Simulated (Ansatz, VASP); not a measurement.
One calculation of LiF, two programs

```
Li F
1.0
     2.77571    0.00000    0.00000
    -1.38785    2.40383    0.00000
     0.00000    0.00000    4.78269
Li F
2 2
Direct
  0.00000 0.00000 0.00000
  0.00000 0.00000 0.50000
  0.33333 0.66667 0.25000
  0.66667 0.33333 0.75000
```

Alike in both runs: task single point; functional PBE; k mesh 9 × 9 × 4; no spin polarisation.

```csv
,VASP,Ansatz
version,VASP 6.6.1,Ansatz 0.2.0
potentials or method,"VASP PAW PBE potentials, release 64 (Li_sv, F)",plane waves
plane-wave cutoff (eV),520,420
occupations,"gaussian, width 0.01 eV",fixed
valence electrons in the cell,20,20
```

Ansatz gave:

| Item | Value |
| --- | --- |
| gap on the k mesh at the Fermi level (eV) | 9.21 |

Q: Which values does VASP return?

A: gap on the k mesh at the Fermi level (eV): 9.22.

Noted on VASP's run: the cutoff is short for stress, so the pressure is rough.
